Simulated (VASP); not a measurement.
Set up this calculation in VASP 6.6.1, as the native input.

| Item | Value |
| --- | --- |
| Task | single point |
| Functional | BLYP |
| Potentials or basis | VASP PAW PBE potentials, release 64 (Pb_d, Te) |
| Cutoff | 520 eV |
| k mesh | 5 × 5 × 5 |
| Occupations | fermi-dirac, width 0.15 eV |
| Spin | non-collinear spin, typed start |
| Starting moments | [[0.187, 0.435, 0.162], [0.0, 0.0, 0.0]] μB |
| Dipole correction | no |
| Further INCAR settings | ALGO = Normal; EDIFF = 1e-07; NBANDS = 32 |

The structure of TePb lies in POSCAR:

```
TePb
1.0
    0.1103400000      3.2342220000      3.2053400000
    3.2692490000      0.0163710000      3.2993100000
    3.2454160000      3.3043580000      0.0402040000
Pb Te
1 1
Direct
    0.0000000000      0.0000000000      0.0000000000
    0.5000000000      0.5000000000      0.5000000000
```

The input as run:

INCAR

```
SYSTEM = TePb
PREC     = Accurate       ! precision mode
ENCUT    = 520            ! plane-wave cutoff, eV
EDIFF    = 1E-7           ! SCF threshold, eV
ISMEAR   = -1             ! smearing method
SIGMA    = 0.15           ! smearing width, eV
LREAL    = .False.        ! projectors in reciprocal space
LASPH    = .True.         ! aspherical terms in the spheres
NELM     = 150            ! most SCF steps
ALGO     = Normal         ! electronic algorithm
ISIF     = 2              ! what is computed and relaxed
LWAVE    = .False.        ! write WAVECAR
LCHARG   = .False.        ! write CHGCAR
LNONCOLLINEAR= .True.         ! non-collinear magnetism
MAGMOM   = 0.187 0.435 0.162 0 0 0 ! initial moments
LORBIT   = 11             ! projections on sites
GGA      = B5             ! functional
ALDAX    = 1.0          
AGGAX    = 1.0          
AGGAC    = 1.0          
ALDAC    = 0.0          
NBANDS   = 32             ! bands
```

KPOINTS

```
Automatic mesh
0
Gamma
  5 5 5
  0 0 0
```

Potentials or basis: VASP PAW PBE potentials, release 64 (Pb_d, Te).

Run with:

```bash
$ cat potpaw_PBE.64/Pb_d/POTCAR potpaw_PBE.64/Te/POTCAR > POTCAR
$ mpirun -np 1 vasp_ncl > vasp.out
```

Results of the run:

* Pressure: 5.5 GPa
* Band gap on the k mesh: 0.89 eV (least direct gap 1.21 eV)
* Net moment: 0.00 μB per cell
* Valence electrons inside the program's atomic spheres: Pb 11.89; Te 3.44

Caveat: the cell stands under pressure; the PAW data sets were made with another functional, which shifts forces and pressure a little; spin-orbit coupling is left out, which moves the levels of the heavy elements; an odd mesh through Γ misses points on the zone boundary, where band edges can lie.

It took 13 min on 1 thread of Oxide Virtual Turin-like Processor, on a shared host, peak memory 0.46 GiB.
